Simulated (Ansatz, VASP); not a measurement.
# One calculation of CdS, two programs

File INCAR:

```
SYSTEM = CdS
  ALGO = Normal
  EDIFF = 1E-7
  EDIFFG = -0.005
  ENCUT = 600
  GGA = CA
  IBRION = 2
  ISIF = 3
  ISMEAR = -1
  LASPH = .True.
  LCHARG = .False.
  LREAL = .False.
  LWAVE = .False.
  NELM = 100
  NSW = 60
  PREC = Accurate
  SIGMA = 0.05
```

File KPOINTS:

```
k-points
0
Gamma
  14 14 14
  0 0 0
```

Contents of POSCAR:

```
CdS
1.0
    0.0000000000      2.5228479314      2.5228479314
    2.5228479314      0.0000000000      2.5228479314
    2.5228479314      2.5228479314      0.0000000000
Cd S
1 1
Direct
    0.0000000000      0.0000000000      0.0000000000
    0.5000000000      0.5000000000      0.5000000000
```

Input for Ansatz:

```yaml
crystal:
  lattice:
    - [0.0, 2.5228479314, 2.5228479314]
    - [2.5228479314, 0.0, 2.5228479314]
    - [2.5228479314, 2.5228479314, 0.0]
  atoms:
    - { symbol: Cd, position: [0.0, 0.0, 0.0] }
    - { symbol: S, position: [0.5, 0.5, 0.5] }
kpoints:
  mp_grid: { grid: [14, 14, 14] }
scf:
  occupations: { method: fermi_dirac, width: 0.05 }
hamiltonian:
  xc: lda
  pseudopotentials: { kind: paw }
output:
  forces: true
  stress: true
relax:
  f_tol: 0.005
  max_steps: 40
  cell: {}
```

Alike in both runs: task relaxation of cell and atoms; functional LDA; k mesh 14 × 14 × 14; occupations fermi-dirac, width 0.05 eV; no spin polarisation.

|  | VASP | Ansatz |
| --- | --- | --- |
| version | VASP 6.6.1 | Ansatz 0.2.0 |
| potentials or method | VASP PAW LDA potentials, release 64 (Cd, S) | PAW with Ansatz's default frozen-core files, scalar-relativistic |
| plane-wave cutoff (eV) | 600 | 420 |
| valence electrons in the cell | 18 | 26 |

Ansatz gave:

```
relaxed volume (Å³/atom)                                        : 19.03
relaxed length of the cell vector where the two differ most in proportion (Å) : 3.776
```

**Question.** Estimate VASP's values.

**Answer.** Relaxed volume (Å³/atom): 19.17; relaxed length of the cell vector where the two differ most in proportion (Å): 3.785.

LDA's correlation is that of Perdew and Zunger in VASP and of Perdew and Wang (1992) in Ansatz. VASP's potentials hold 18 valence electrons a cell and Ansatz's 26, so a difference there can come from the potentials and not from the codes.

Noted on VASP's run: the volume moved by over 15 % at a fixed basis, so the end points are rough.
